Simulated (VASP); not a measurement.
Here is a VASP 6.6.1 calculation.

INCAR

```
ALGO     = Normal         # electronic algorithm
EDIFF    = 1E-6           # SCF threshold, eV
EDIFFG   = -0.005         # ionic threshold
ENCUT    = 600            # plane-wave cutoff, eV
GGA      = PE             # functional
IBRION   = 2              # ionic algorithm
ISIF     = 3              # what is computed and relaxed
ISMEAR   = 0              # smearing method
LASPH    = T              # aspherical terms in the spheres
LCHARG   = F              # write CHGCAR
LREAL    = F              # projectors in reciprocal space
LWAVE    = F              # write WAVECAR
NELM     = 100            # most SCF steps
NSW      = 100            # ionic steps
PREC     = Accurate       # precision mode
SIGMA    = 0.01           # smearing width, eV
```

The input KPOINTS:

```
k-points
0
Gamma
  12 12 6
```

Contents of POSCAR:

```
Ge
1.0
    3.9975858431      0.0000000000      0.0000000000
   -1.9987929216      3.4620108940      0.0000000000
    0.0000000000      0.0000000000      6.5993779500
Ge
4
Direct
    0.6666666700      0.3333333300      0.0629012500
    0.3333333300      0.6666666700      0.5629012500
    0.6666666700      0.3333333300      0.4370987500
    0.3333333300      0.6666666700      0.9370987500
```

Potentials or basis: VASP PAW PBE potentials, release 64 (Ge_d).

Launch:

```sh
$ cat potpaw_PBE.64/Ge_d/POTCAR > POTCAR
$ mpirun -np 1 vasp_std > vasp.out
```

Problem. What does it give for the relaxed volume?

Solution. 23.83 Å³/atom.

Problem. Estimate the space group after relaxing (to 0.05 Å).

Solution. P6_3/mmc (No. 194).

Problem. What does it give for the band gap on the k mesh?

Solution. Zero (band 28 reaches 4.51 eV, above the bottom of band 29 at 4.50 eV).

Final structure:
```
Ge
1.0
     4.05602    0.00000    0.00000
    -2.02801    3.51262    0.00000
     0.00000    0.00000    6.69102
Ge
4
Direct
  0.66667 0.33333 0.06281
  0.33333 0.66667 0.56281
  0.66667 0.33333 0.43719
  0.33333 0.66667 0.93719
```
